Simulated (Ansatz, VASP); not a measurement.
## PtSe2: VASP beside Ansatz

Contents of INCAR:

```
SYSTEM = PtSe2
PREC = Accurate
ENCUT = 520
EDIFF = 1E-6
ISMEAR = 0
SIGMA = 0.15
LREAL = .False.
LASPH = .True.
NELM = 80
ALGO = Normal
ISIF = 2
LWAVE = .False.
LCHARG = .False.
GGA = PS
NBANDS = 18
```

File KPOINTS:

```
Automatic mesh
0
Gamma
  12 12 10
  0 0 0
```

The input POSCAR:

```
PtSe2
1.0
    3.7607249071      0.0000000000      0.0000000000
   -1.8803624535      3.2568833062      0.0000000000
    0.0000000000      0.0000000000      4.7903606554
Pt Se
1 2
Direct
    0.0000000000      0.0000000000      0.0000000000
    0.3333333333      0.6666666667      0.2606754608
    0.6666666667      0.3333333333      0.7393245392
```

Input for Ansatz:

```yaml
crystal:
  lattice:
    - [3.7607249071, 0.0, 0.0]
    - [-1.8803624535, 3.2568833062, 0.0]
    - [0.0, 0.0, 4.7903606554]
  atoms:
    - { symbol: Pt, position: [0.0, 0.0, 0.0] }
    - { symbol: Se, position: [0.3333333333, 0.6666666667, 0.2606754608] }
    - { symbol: Se, position: [0.6666666667, 0.3333333333, 0.7393245392] }
basis:
  ecutwfc: 420
kpoints:
  mp_grid: { grid: [12, 12, 10] }
hamiltonian:
  xc: pbesol
scf:
  occupations: { method: gaussian, width: 0.15 }
output:
  forces: true
  stress: true
  eigenvalues: true
```

Change from the starting cell: strain -0.0150 x Voigt [0, 0, 1, 0, 0, 0], atoms carried along.

Alike in both runs: task single point; functional PBEsol; k mesh 12 × 12 × 10; occupations gaussian, width 0.15 eV; no spin polarisation.

|  | VASP | Ansatz |
| --- | --- | --- |
| version | VASP 6.6.1 | Ansatz 0.2.0 |
| potentials or method | VASP PAW PBE potentials, release 64 (Pt, Se), cutoff 520 eV | scalar-relativistic, plane waves, PAW |
| valence electrons in the cell | 22 | 50 |

Ansatz gave:

| Quantity | Value |
| --- | --- |
| gap on the k mesh at the Fermi level (eV) | none |
| pressure (GPa) | 1.6 |
| traceless stress, the component that is largest in VASP (GPa) | 0.24 |
| rms of the force components (eV/Å) | 0.089 |

Estimate VASP's values.

gap on the k mesh at the Fermi level (eV): none; pressure (GPa): 1.7; traceless stress, the component that is largest in VASP (GPa): 0.21; rms of the force components (eV/Å): 0.096.

VASP's potentials were made for PBE, not for PBEsol. Atom by atom the forces differ by 0.007 eV/Å (rms over components). A gap of «none» marks a metal or a gap that the smearing closes. VASP's potentials hold 22 valence electrons a cell and Ansatz's 50, so a difference there can come from the potentials and not from the codes.

Neither program's run includes spin-orbit coupling.
